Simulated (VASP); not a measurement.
# PbSe (I4/mmm) in VASP: further runs

Runs on PbSe. Level: PBE+D3(BJ). Tasks: single point.

All numbers are computed with VASP 6.6.1; they aren't measurements. Logs are shortened: lines on timing, memory, paths and dates and some standing lists are left out, and cuts for length are marked.

### Step 1. The cell of the first run

It takes space group I4/mmm (No. 139, tetragonal). Conventional cell: a = 4.496 Å, b = 4.496 Å, c = 6.257 Å, α = 90.00°, β = 90.00°, γ = 90.00°. Within 4.1 Å of Pb (site symmetry 4/mmm) lie 6 Se at 3.13 to 3.18 Å. Within 4.1 Å of Se (site symmetry 4/mmm) lie 6 Pb at 3.13 to 3.18 Å.

### Step 2. Single point, PBE+D3(BJ) (31.62 Å³/atom)

INCAR

```
ALGO = Normal
EDIFF = 1E-6
ENCUT = 520
GGA = PE
ISIF = 2
ISMEAR = 0
IVDW = 12
LASPH = T
LCHARG = F
LREAL = F
LWAVE = F
NBANDS = 17
NELM = 80
PREC = Accurate
SIGMA = 0.03
```

KPOINTS

```
k-points
0
Gamma
  10 10 10
```

POSCAR

```
PbSe
1.0
    0.0000000000      3.1791915895      3.1286424432
    3.1791915895      0.0000000000      3.1286424432
    3.1791915895      3.1791915895      0.0000000000
Pb Se
1 1
Direct
    0.0000000000      0.0000000000      0.0000000000
    0.5000000000      0.5000000000      0.5000000000
```

Potentials or basis: VASP PAW PBE potentials, release 64 (Pb_d, Se).

Run with:

```console
> cat potpaw_PBE.64/Pb_d/POTCAR potpaw_PBE.64/Se/POTCAR > POTCAR
> mpirun -np 1 vasp_std > vasp.out
```

OUTCAR:

```text
EDIFF = 1E-6
   ENCUT = 520
   GGA = PE
   ISIF = 2
   ISMEAR = 0
   IVDW = 12
   LASPH = T
   LREAL = F
   NELM = 80
   PREC = Accurate
 IVDW          = 12

 ion  position               nearest neighbor table
   1  0.000  0.000  0.000-   2 3.13   2 3.13   2 3.18   2 3.18   2 3.18   2 3.18
   2  0.500  0.500  0.500-   1 3.13   1 3.13   1 3.18   1 3.18   1 3.18   1 3.18

  LATTYP: Found a body centered tetragonal cell.
 ALAT       =     4.4960558633
 C/A-ratio  =     1.3917275667

  Lattice vectors:

 A1 = (   0.0000000000,  -3.1791915895,  -3.1286424432)
 A2 = (   0.0000000000,   3.1791915895,  -3.1286424432)
 A3 = (   3.1791915895,   0.0000000000,   3.1286424432)

Analysis of symmetry for initial positions (statically):
=====================================================================
 Subroutine PRICEL returns:
 Original cell was already a primitive cell.

 Routine SETGRP: Setting up the symmetry group for a
 body centered tetragonal supercell.

 Subroutine GETGRP returns: Found 16 space group operations
 (whereof 16 operations were pure point group operations)
 out of a pool of 16 trial point group operations.

The static configuration has the point symmetry D_4h.

Analysis of symmetry for dynamics (positions and initial velocities):
=====================================================================
 Subroutine PRICEL returns:
 Original cell was already a primitive cell.

 Routine SETGRP: Setting up the symmetry group for a
 body centered tetragonal supercell.

 Subroutine GETGRP returns: Found 16 space group operations
 (whereof 16 operations were pure point group operations)
 out of a pool of 16 trial point group operations.

The dynamic configuration has the point symmetry D_4h.

 Subroutine INISYM returns: Found 16 space group operations
 (whereof 16 operations are pure point group operations),
 and found     1 'primitive' translations

----------------------------------------------------------------------------------------

                                     Primitive cell

  volume of cell :      63.2440

  direct lattice vectors                    reciprocal lattice vectors
     0.000000000  3.179191589  3.128642443    -0.157272686  0.157272686  0.159813724
     3.179191589  0.000000000  3.128642443     0.157272686 -0.157272686  0.159813724
     3.179191589  3.179191589  0.000000000     0.157272686  0.157272686 -0.159813724

  length of vectors
     4.460455436  4.460455436  4.496055863     0.273879210  0.273879210  0.273879210

  position of ions in fractional coordinates (direct lattice)
     0.000000000  0.000000000  0.000000000
     0.500000000  0.500000000  0.500000000

  ion indices of the primitive-cell ions
   primitive index   ion index
                 1           1
                 2           2

----------------------------------------------------------------------------------------

 KPOINTS: k-points

Automatic generation of k-mesh.
 Grid dimensions read from file:
 generate k-points for:   10   10   10

 Generating k-lattice:

  Cartesian coordinates                     Fractional coordinates (reciprocal lattice)
    -0.015727269  0.015727269  0.015981372     0.100000000 -0.000000000  0.000000000
     0.015727269 -0.015727269  0.015981372    -0.000000000  0.100000000  0.000000000
     0.015727269  0.015727269 -0.015981372     0.000000000  0.000000000  0.100000000

  Length of vectors
     0.027387921  0.027387921  0.027387921

  Shift w.r.t. Gamma in fractional coordinates (k-lattice)
     0.000000000  0.000000000  0.000000000

 Subroutine IBZKPT returns following result:
 ===========================================

 Found    102 irreducible k-points:

 Following reciprocal coordinates:
            Coordinates               Weight
  0.000000  0.000000  0.000000      1.000000
  0.100000  0.000000  0.000000      8.000000
  0.200000  0.000000  0.000000      8.000000
  0.300000  0.000000  0.000000      8.000000
  0.400000  0.000000  0.000000      8.000000
  0.500000  0.000000  0.000000      4.000000
[... 16 lines left out ...]
  0.300000  0.300000  0.000000      2.000000
  0.400000  0.300000  0.000000      8.000000
 [... further k-points ...]
   k-points           NKPTS =    102   k-points in BZ     NKDIM =    102   number of bands    NBANDS=     17
   number of dos      NEDOS =    301   number of ions     NIONS =      2
   total plane-waves  NPLWV =  46656
   dimension x,y,z NGX =    36 NGY =   36 NGZ =   36
   dimension x,y,z NGXF=    72 NGYF=   72 NGZF=   72
   ions per type =               1   1
   NGX,Y,Z   is equivalent  to a cutoff of  13.42, 13.42, 13.31 a.u.
   NGXF,Y,Z  is equivalent  to a cutoff of  26.84, 26.84, 26.62 a.u.
 SYSTEM =  unknown system
   PREC   = accura    normal or accurate (medium, high low for compatibility)
   ISTART =      0    job   : 0-new  1-cont  2-samecut
   ICHARG =      2    charge: 1-file 2-atom 10-const
   ISPIN  =      1    spin polarized calculation?
   LNONCOLLINEAR =      F non collinear calculations
   LSORBIT =      F    spin-orbit coupling
   LASPH  =      T    aspherical Exc in radial PAW
   ENCUT  =  520.0 eV  38.22 Ry    6.18 a.u.   8.29  8.29  8.36*2*pi/ulx,y,z
   NELM   =     80;   NELMIN=  2; NELMDL= -5     # of ELM steps
   EDIFF  = 0.1E-05   stopping-criterion for ELM
   LREAL  =      F    real-space projection
   EDIFFG = 0.1E-04   stopping-criterion for IOM
   NSW    =      0    number of steps for IOM
   IBRION =     -1    ionic relax: 0-MD 1-quasi-New 2-CG
   NFREE  =      0    steps in history (QN), initial steepest desc. (CG)
   ISIF   =      2    stress and relaxation
   ISYM   =      2    0-nonsym 1-usesym 2-fastsym
   POTIM  = 0.5000    time-step for ionic-motion
   TEBEG  =    0.0;   TEEND  =   0.0 temperature during run
   PSTRESS=    0.0 pullay stress
   NELECT =      20.0000    total number of electrons
   NUPDOWN=      -1.0000    fix difference up-down
   EMIN   =  10.00;   EMAX   =-10.00  energy-range for DOS
   EFERMI =   0.00;   METHOD = LEGACY
   ISMEAR =     0;   SIGMA  =   0.03  broadening in eV -4-tet -1-fermi 0-gaus
   EFERMI_NEDOS =   21; number of points for ismear=-14 and -15
   IALGO  =     38    algorithm
   IMIX   =      4    mixing-type and parameters
     AMIX     =   0.40;   BMIX     =  1.00
     AMIX_MAG =   1.60;   BMIX_MAG =  1.00
  volume/ion in A,a.u.               =      31.62       213.40
  Fermi-wavevector in a.u.,A,eV,Ry     =   1.115351  2.107709 16.925767  1.244009
  Thomas-Fermi vector in A             =   2.251955
   LORBIT       =      0    0 simple, 1 ext, 2 COOP (PROOUT), +10 PAW based schemes
   GGA     = PE    functional components
   LHFCALC =     F    Hartree Fock is set to
   AEXX    =    0.0000 exact exchange contribution
   IVDW    =    12    specifies the selected vdW correction
   LEPSILON=     F    determine dielectric tensor
   LRPA    =     F    only Hartree local field effects (RPA)
 non-spin polarized calculation
 Gauss-broadening in eV      SIGMA  =   0.03
  energy-cutoff  :      520.00
  volume of cell :       63.24
 maximum number of plane-waves:      1739
 NGX is ok and might be reduce to    36
   NGX = 17   NGY = 17   NGZ = 17

 number of electron      19.9999998 magnetization

 Free energy of the ion-electron system (eV)
  ---------------------------------------------------
  ext. energy  EPLUGINS =         0.00000000
  ---------------------------------------------------
  free energy    TOTEN  =        -8.17405081 eV

  energy without entropy =       -8.17405081  energy(sigma->0) =       -8.17405081

 E-fermi :   4.0273     XC(G=0):  -9.0851

 val. band max:        3.8625011832   @ k =   0.5000   0.0000   0.0000
 cond. band min:       4.4304566749   @ k =   0.5000   0.0000   0.0000
 fundamental gap:      0.5679554917
 Fermi energy:         4.0273442790

 k-point     1 :       0.0000    0.0000    0.0000
  band No.  band energies     occupation
      1     -12.7976      2.00000
      2     -12.7911      2.00000
      3     -12.7911      2.00000
      4     -12.7906      2.00000
      5     -12.7801      2.00000
      6      -8.9025      2.00000
[... 9 lines left out ...]
     16      10.6948      0.00000
     17      11.7295      0.00000

 k-point     2 :       0.1000    0.0000    0.0000
  band No.  band energies     occupation
      1     -12.7967      2.00000
      2     -12.7921      2.00000
      3     -12.7903      2.00000
      4     -12.7888      2.00000
      5     -12.7809      2.00000
      6      -8.8391      2.00000
[... 9 lines left out ...]
     16      10.8633      0.00000
     17      12.4467      0.00000

 k-point     3 :       0.2000    0.0000    0.0000
  band No.  band energies     occupation
      1     -12.7956      2.00000
      2     -12.7954      2.00000
      3     -12.7895      2.00000
      4     -12.7830      2.00000
      5     -12.7808      2.00000
      6      -8.6604      2.00000
[... 9 lines left out ...]
     16      11.3887      0.00000
     17      13.8429      0.00000

 k-point     4 :       0.3000    0.0000    0.0000
  band No.  band energies     occupation
      1     -12.8000      2.00000
      2     -12.7962      2.00000
      3     -12.7903      2.00000
      4     -12.7766      2.00000
      5     -12.7758      2.00000
      6      -8.4060      2.00000
[... 9 lines left out ...]
     16      12.2059      0.00000
     17      15.0976      0.00000
[... 343 lines left out ...]
      1     -12.7990      2.00000
      2     -12.7982      2.00000
      3     -12.7865      2.00000
      4     -12.7799      2.00000
      5     -12.7793      2.00000
      6      -8.3254      2.00000
[... 9 lines left out ...]
     16      13.4088      0.00000
     17      14.0442      0.00000

 k-point    23 :       0.3000    0.3000    0.0000
  band No.  band energies     occupation
      1     -12.8208      2.00000
      2     -12.8055      2.00000
      3     -12.7815      2.00000
      4     -12.7711      2.00000
      5     -12.7711      2.00000
      6      -8.2174      2.00000
[... 9 lines left out ...]
     16      13.7794      0.00000
     17      14.4119      0.00000

 k-point    24 :       0.4000    0.3000    0.0000
  band No.  band energies     occupation
      1     -12.8315      2.00000
      2     -12.8055      2.00000
      3     -12.7821      2.00000
      4     -12.7677      2.00000
      5     -12.7662      2.00000
      6      -8.0281      2.00000
[... 9 lines left out ...]
     16      14.4493      0.00000
     17      15.2825      0.00000

 [... further k-points ...]

------------------------ aborting loop because EDIFF is reached ----------------------------------------

 Edisp (eV)   -0.67363

 E8    (eV) :    -0.3149

  FORCE on cell =-STRESS in cart. coord.  units (eV):
  Direction    XX          YY          ZZ          XY          YZ          ZX
  --------------------------------------------------------------------------------------
  -------------------------------------------------------------------------------------
  Total      -1.21528    -1.21528    -0.69506     0.00000    -0.00000     0.00000
  in kB     -30.78709   -30.78709   -17.60825     0.00000    -0.00000     0.00000
  external pressure =      -26.39 kB  Pullay stress =        0.00 kB

 VOLUME and BASIS-vectors are now :
 -----------------------------------------------------------------------------
  energy-cutoff  :      520.00
  volume of cell :       63.24
      direct lattice vectors                 reciprocal lattice vectors
     0.000000000  3.179191589  3.128642443    -0.157272686  0.157272686  0.159813724
     3.179191589  0.000000000  3.128642443     0.157272686 -0.157272686  0.159813724
     3.179191589  3.179191589  0.000000000     0.157272686  0.157272686 -0.159813724

 POSITION                                       TOTAL-FORCE (eV/Angst)
 -----------------------------------------------------------------------------------
      0.00000      0.00000      0.00000        -0.000000     -0.000000     -0.000000
      3.17919      3.17919      3.12864         0.000000      0.000000      0.000000
 -----------------------------------------------------------------------------------
    total drift:                                0.000000      0.000000      0.000000

  FREE ENERGIE OF THE ION-ELECTRON SYSTEM (eV)
  ---------------------------------------------------
  free  energy   TOTEN  =        -8.8476816793 eV

  energy  without entropy=       -8.8476816793  energy(sigma->0) =       -8.84768168
```

It took 3.1 min on 1 thread of Intel Xeon 8259CL, shared host; peak memory 0.29 GiB.

What came out:

| Property | Result |
| --- | --- |
| Free energy | -8.8477 eV |
| Pressure | -2.6 GPa |
| Band gap on the k mesh | 0.57 eV |
| Dispersion energy per atom | -0.337 eV |

Caveat: spin-orbit coupling is left out, which moves the levels of the heavy elements. A k mesh can miss the band edges.

### Step 3. Single point, PBE+D3(BJ) (31.62 Å³/atom)

INCAR

```
SYSTEM = PbSe
ALGO = Normal ; EDIFF = 1E-6
ENCUT = 520 ; GGA = PE
ISIF = 2 ; ISMEAR = 0
IVDW = 12 ; LASPH = .True.
LCHARG = .False. ; LREAL = .False.
LWAVE = .False. ; NBANDS = 17
NELM = 80 ; PREC = Accurate
SIGMA = 0.03
```

KPOINTS

```
k-points
0
Gamma
  10 10 10
  0 0 0
```

POSCAR

```
PbSe
1.0
    0.0000000000      3.1119304857      3.2653486587
    3.1119304857      0.0000000000      3.2653486587
    3.1119304857      3.1119304857      0.0000000000
Pb Se
1 1
Direct
    0.0000000000      0.0000000000      0.0000000000
    0.5000000000      0.5000000000      0.5000000000
```

Potentials or basis: VASP PAW PBE potentials, release 64 (Pb_d, Se).

Run with:

```console
> cat potpaw_PBE.64/Pb_d/POTCAR potpaw_PBE.64/Se/POTCAR > POTCAR
> mpirun -np 1 vasp_std > vasp.out
```

Run time: 3.1 min. Hardware: 1 thread of Intel Xeon 8259CL, shared host; peak memory 0.29 GiB.

It converged, with:

- Free energy: -8.8275 eV
- Pressure: -2.5 GPa
- Band gap on the k mesh: 0.53 eV
- Dispersion energy per atom: -0.337 eV

Stress tensor (GPa, compression positive):
```
-1.29  0.00  0.00
 0.00 -1.29  0.00
 0.00  0.00 -4.82
```

Levels at points of the mesh, in eV from the valence-band top:
```
           k point  band 6  band 7  band 8  band 9  band 10  band 11  band 12  band 13  band 14  band 15
(0.00, 0.00, 0.00)  -12.81   -6.42   -1.57   -1.57    -1.19     3.89     4.84     4.84     6.55     6.84
(0.50, 0.00, 0.00)  -11.96   -8.30   -1.15   -1.05     0.00     0.53     1.81     2.01     8.43     9.93
(0.50, 0.50, 0.00)  -11.84   -7.10   -4.12   -2.58    -2.58     4.22     5.28     5.43     5.43    11.09
(0.50, 0.00, 0.50)  -11.65   -7.27   -4.23   -2.90    -2.43     4.06     4.70     5.69     5.85    10.41
```

Caveat: spin-orbit coupling is left out, which moves the levels of the heavy elements.

### Step 4. Single point, PBE+D3(BJ) (31.62 Å³/atom)

INCAR

```
SYSTEM = PbSe
ALGO = Normal
EDIFF = 1E-6
ENCUT = 520
GGA = PE
ISIF = 2
ISMEAR = 0
IVDW = 12
LASPH = .True.
LCHARG = .False.
LREAL = .False.
LWAVE = .False.
NBANDS = 17
NELM = 100
PREC = Accurate
SIGMA = 0.03
```

KPOINTS is that of step 3.

POSCAR

```
PbSe
1.0
    0.0000000000      3.1453577434      3.1963125388
    3.1453577434      0.0000000000      3.1963125388
    3.1453577434      3.1453577434      0.0000000000
Pb Se
1 1
Direct
    0.0000000000      0.0000000000      0.0000000000
    0.5000000000      0.5000000000      0.5000000000
```

Run with:

```console
> cat potpaw_PBE.64/Pb_d/POTCAR potpaw_PBE.64/Se/POTCAR > POTCAR
> mpirun -np 1 vasp_std > vasp.out
```

Run time: 2.3 min. Hardware: 1 thread of Intel Xeon 8259CL, shared host; peak memory 0.29 GiB.

It converged, with:

| Quantity | Value |
| --- | --- |
| Free energy | -8.8478 eV |
| Pressure | -2.6 GPa |
| Band gap on the k mesh | 0.57 eV |
| Dispersion energy per atom | -0.337 eV |

Stress tensor (GPa, compression positive):
```
-2.23  0.00  0.00
 0.00 -2.23  0.00
 0.00  0.00 -3.47
```

Levels at points of the mesh, in eV from the valence-band top:
```tsv
k point	band 6	band 7	band 8	band 9	band 10	band 11	band 12	band 13	band 14	band 15
(0.00, 0.00, 0.00)	-12.76	-6.40	-1.45	-1.45	-1.31	4.33	4.65	4.65	6.71	6.80
(0.50, 0.00, 0.00)	-11.92	-8.25	-1.07	-1.04	0.00	0.57	1.90	1.97	8.48	10.00
(0.50, 0.50, 0.00)	-11.71	-7.15	-4.13	-2.58	-2.58	4.18	5.35	5.35	5.56	11.03
(0.50, 0.00, 0.50)	-11.65	-7.21	-4.16	-2.68	-2.53	4.13	5.10	5.44	5.75	10.84
```

Caveat: spin-orbit coupling is left out, which moves the levels of the heavy elements. A k mesh can miss the band edges.

### Step 5. Summary

| cell | gap on the mesh (eV) | pressure (GPa) |
| --- | --- | --- |
| a = 4.460, b = 4.460, c = 4.496 Å, angles 59.7, 59.7, 60.5°, 2 atoms | 0.57 | -2.6 |
| a = 4.511, b = 4.511, c = 4.401 Å, angles 60.8, 60.8, 58.4°, 2 atoms | 0.53 | -2.5 |
| a = 4.484, b = 4.484, c = 4.448 Å, angles 60.3, 60.3, 59.5°, 2 atoms | 0.57 | -2.6 |

Alike in all rows: task single point; level PBE+D3(BJ); potentials or basis VASP PAW PBE potentials, release 64 (Pb_d, Se); no spin polarisation; k mesh 10 × 10 × 10; cutoff (eV) 520; smearing gaussian 0.03 eV.

Caveats: spin-orbit coupling is left out, which moves the levels of the heavy elements.

Absolute energies hang on the potentials; compare differences alone.
